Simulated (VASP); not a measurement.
Wanted: the native input for a VASP 6.6.1 run.

- Task: single point
- Functional: PBE
- Potentials or basis: VASP PAW PBE potentials, release 64 (Li_sv, Sb)
- Cutoff: 520 eV
- k mesh: 8 × 8 × 10
- Occupations: gaussian, width 0.1 eV
- Spin: no spin polarisation
- Dipole correction: no
- Further INCAR settings: ALGO = Normal; EDIFF = 1e-06; NBANDS = 23

The structure of Li7Sb lies in POSCAR:

```
Li7Sb
1.0
    3.8703364799     -5.5675524345     -0.0423855069
    3.8703364799      5.5675524345     -0.0423855069
   -3.8811883842      0.0000000000      3.9646441440
Li Sb
7 1
Direct
    0.5000000000      0.0000000000      0.0000000000
    0.0000000000      0.5000000000      0.0000000000
    0.4670766262      0.2124441391      0.5762662983
    0.7875558609      0.5329233738      0.4237337017
    0.5329233738      0.7875558609      0.4237337017
    0.2124441391      0.4670766262      0.5762662983
    0.0000000000      0.0000000000      0.5000000000
    0.0000000000      0.0000000000      0.0000000000
```

One way to write it, as run:

INCAR

```
PREC     = Accurate       # precision mode
ENCUT    = 520            # plane-wave cutoff, eV
EDIFF    = 1E-6           # SCF threshold, eV
ISMEAR   = 0              # smearing method
SIGMA    = 0.1            # smearing width, eV
LREAL    = F              # projectors in reciprocal space
LASPH    = T              # aspherical terms in the spheres
NELM     = 100            # most SCF steps
ALGO     = Normal         # electronic algorithm
ISIF     = 2              # what is computed and relaxed
LWAVE    = F              # write WAVECAR
LCHARG   = F              # write CHGCAR
GGA      = PE             # functional
NBANDS   = 23             # bands
```

KPOINTS

```
Automatic mesh
0
Gamma
  8 8 10
```

Potentials or basis: VASP PAW PBE potentials, release 64 (Li_sv, Sb).

Launch:

```console
$ cat potpaw_PBE.64/Li_sv/POTCAR potpaw_PBE.64/Sb/POTCAR > POTCAR
$ mpirun -np 1 vasp_std > vasp.out
```

It gave:

- Largest force: 0.009 eV/Å
- Band gap on the k mesh: zero (band 13 reaches 2.19 eV, above the bottom of band 14 at 1.48 eV)

Caveat: spin-orbit coupling is left out, which moves the levels of the heavy elements.

Wall time 12 min on 1 thread of Intel(R) Xeon(R) Platinum 8488C (Sapphire Rapids), with other jobs on the host, peak memory 0.72 GiB.
